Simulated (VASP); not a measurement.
I: single point with PBEsol+D4

The system is I.

```
I
1.0
    -1.99580    1.99580    1.99580
     1.99580   -1.99580    1.99580
     1.99580    1.99580   -1.99580
I
1
Direct
  0.00000 0.00000 0.00000
```

| Quantity | Value |
| --- | --- |
| Program | VASP 6.6.1 |
| Task | single point |
| Functional | PBEsol |
| Dispersion | D4 |
| Potentials or basis | VASP PAW PBE potentials, release 64 (I) |
| Cutoff | 520 eV |
| k mesh | 9 × 9 × 9 |
| Occupations | fermi-dirac, width 0.05 eV |
| Spin | no spin polarisation |
| Dipole correction | no |
| Further INCAR settings | ALGO = Normal; EDIFF = 1e-07; NBANDS = 10 |

The pressure is 0.0 GPa. The band gap on the k mesh is zero (an odd number of electrons rules out a gap without spin polarisation) and the dispersion energy per atom is -0.256 eV.

Levels at points of the mesh, in eV from the Fermi level:
| k point | band 1 | band 2 | band 3 | band 4 | band 5 | band 6 | band 7 | band 8 |
| --- | --- | --- | --- | --- | --- | --- | --- | --- |
| (0.00, 0.00, 0.00) | -14.22 | 1.09 | 1.09 | 1.09 | 7.48 | 9.76 | 9.76 | 9.76 |

Run time: 17 s on 1 thread of Intel Xeon 8259CL (shared host), peak memory 0.16 GiB.

Caveat: the PAW data sets were made with another functional, which shifts forces and pressure a little; spin-orbit coupling is left out, which moves the levels of the heavy elements; an odd number of electrons without spin polarisation forces a metal; a magnetic or distorted state may lie lower.
